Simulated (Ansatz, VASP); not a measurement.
## Ru: VASP beside Ansatz

```xyz
1
Lattice="2.4690 0.0000 0.0000 0.0000 2.4690 0.0000 0.0000 0.0000 2.4690" Properties=species:S:1:pos:R:3 pbc="T T T"
Ru    0.0000    0.0000    0.0000
```

Change from the starting cell: volume scaled by 0.95, crystal datasets.

Alike in both runs: task electric field gradients; functional PBE; k mesh 13 × 13 × 13; occupations fermi-dirac, width 0.08 eV; no spin polarisation.

|  | VASP | Ansatz |
| --- | --- | --- |
| version | VASP 6.6.1 | Ansatz 0.2.0 |
| potentials or method | VASP PAW PBE potentials, release 64 (Ru_pv), cutoff 400 eV | all-electron PAW with datasets made for the crystal, scalar-relativistic |

```csv
,VASP,Ansatz,Ansatz less VASP
pressure (GPa),12.1,12.7,+0.60
```

Ansatz ran all-electron here, and VASP with PAW potentials.
